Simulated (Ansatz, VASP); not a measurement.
Two plane-wave programs on LiH

```
Li H
1.0
     0.00000    2.05024    2.05024
     2.05024    0.00000    2.05024
     2.05024    2.05024    0.00000
Li H
1 1
Direct
  0.00000 0.00000 0.00000
  0.50000 0.50000 0.50000
```

Alike in both runs: task single point; functional HF; k mesh 7 × 7 × 7; occupations fermi-dirac, width 0.01 eV; no spin polarisation.

|  | VASP | Ansatz |
| --- | --- | --- |
| version | VASP 6.6.1 | Ansatz 0.2.0 |
| potentials or method | VASP PAW PBE potentials, release 64 (Li_sv, H) | SPMS NC |
| plane-wave cutoff (eV) | 520 | 816 |
| valence electrons in the cell | 4 | 4 |

```csv
,VASP,Ansatz,Ansatz less VASP
gap on the k mesh at the Fermi level (eV),11.49,11.48,-0.013
least direct gap on the mesh (eV),11.49,11.48,-0.013
```

VASP's potentials were made for PBE, not for HF.

Noted on VASP's run: the cutoff is under 1.25 times that of the potentials, so the pressure is a little rough. Noted on Ansatz's run: the potentials were made for another functional, which shifts forces and pressure; odd divisions of the mesh miss points on the zone boundary, where band edges often lie, so the gap on the mesh can be too wide.
